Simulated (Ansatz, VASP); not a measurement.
CdTe: VASP beside Ansatz

File POSCAR:

```
CdTe
1.0
    0.0000000000      3.3727778470      3.2799551172
    3.3727778470      0.0000000000      3.2799551172
    3.3727778470      3.3727778470      0.0000000000
Cd Te
1 1
Direct
    0.0000000000      0.0000000000      0.0000000000
    0.2500000000      0.2500000000      0.2500000000
```

The input INCAR.step1:

```
PREC = Accurate
ENCUT = 520
EDIFF = 1E-5
ISMEAR = 0
SIGMA = 0.01
LREAL = False
LASPH = True
NELM = 100
ALGO = Normal
ISIF = 2
LWAVE = True
LCHARG = False
NBANDS = 16
GGA = PE
```

The input INCAR.step2:

```
PREC = Accurate
ENCUT = 520
EDIFF = 1E-6
ISMEAR = 0
SIGMA = 0.01
LREAL = False
LASPH = True
NELM = 100
ALGO = Normal
ISIF = 2
LWAVE = False
LCHARG = False
GGA = PE
LHFCALC = True
HFSCREEN = 0.2079
PRECFOCK = Normal
NBANDS = 16
ISTART = 1
```

File KPOINTS:

```
Automatic mesh
0
Gamma
  4 4 4
```

Input for Ansatz:

```yaml
crystal:
  lattice:
    - [0.0, 3.372777847, 3.2799551172]
    - [3.372777847, 0.0, 3.2799551172]
    - [3.372777847, 3.372777847, 0.0]
  atoms:
    - { symbol: Cd, position: [0.0, 0.0, 0.0] }
    - { symbol: Te, position: [0.25, 0.25, 0.25] }
kpoints:
  mp_grid: { grid: [4, 4, 4] }
  band_path:
    path:
      - [0.0, 0.0, 0.0]
      - [-0.5, -0.5, 0.0]
      - [-0.375, -0.375, 0.25]
      - [-0.375, 0.0, 0.375]
      - [0.0, 0.0, 0.5]
      - [-0.5, -0.25, 0.25]
    npoints: 1
hamiltonian:
  xc: hse06
scf:
  occupations: { method: fixed }
  n_extra_bands: 4
output:
  forces: true
  stress: true
  eigenvalues: true
```

Change from the starting cell: biaxial_xy strain +2.8%.

Alike in both runs: task single point; functional HSE06; k mesh 4 × 4 × 4; no spin polarisation.

|  | VASP | Ansatz |
| --- | --- | --- |
| version | VASP 6.6.1 | Ansatz 0.2.0 |
| potentials or method | VASP PAW PBE potentials, release 64 (Cd, Te) | plane waves, PAW |
| plane-wave cutoff (eV) | 520 | 420 |
| occupations | gaussian, width 0.01 eV | fixed |
| valence electrons in the cell | 18 | 36 |

|  | VASP | Ansatz | Ansatz less VASP |
| --- | --- | --- | --- |
| gap on the k mesh at the Fermi level (eV) | 1.20 | 1.28 | +0.075 |
| pressure (GPa) | -1.8 | -1.8 | +0.03 |
| traceless stress, the component that is largest in VASP (GPa) | 0.35 | 0.35 | -0.001 |

VASP's potentials hold 18 valence electrons a cell and Ansatz's 36, so a difference there can come from the potentials and not from the codes. Ansatz's warnings: stress exchange threshold loose, stress scf threshold loose.

Spin-orbit coupling is off throughout.
